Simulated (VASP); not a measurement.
Here is a VASP 6.6.1 calculation.

File INCAR:

```
PREC     = Accurate       # precision mode
ENCUT    = 500            # plane-wave cutoff, eV
EDIFF    = 1E-6           # SCF threshold, eV
ISMEAR   = 1              # smearing method
SIGMA    = 0.2            # smearing width, eV
LREAL    = False          # projectors in reciprocal space
LASPH    = True           # aspherical terms in the spheres
NELM     = 120            # most SCF steps
ALGO     = Normal         # electronic algorithm
ISIF     = 2              # what is computed and relaxed
LWAVE    = False          # write WAVECAR
LCHARG   = False          # write CHGCAR
GGA      = PE             # functional
NBANDS   = 10             # bands
GGA_COMPAT= False
```

KPOINTS

```
Automatic mesh
0
Gamma
  18 18 18
```

The input POSCAR:

```
Ir
1.0
    0.0000000000      1.9197000000      1.9197000000
    1.9197000000      0.0000000000      1.9197000000
    1.9197000000      1.9197000000      0.0000000000
Ir
1
Direct
    0.0000000000      0.0000000000      0.0000000000
```

Potentials or basis: VASP PAW PBE potentials, release 64 (Ir).

Launch:

```bash
$ cat potpaw_PBE.64/Ir/POTCAR > POTCAR
$ mpirun -np 1 vasp_std > vasp.out
```

Problem. What does it give for the pressure?

Solution. 9.5 GPa.
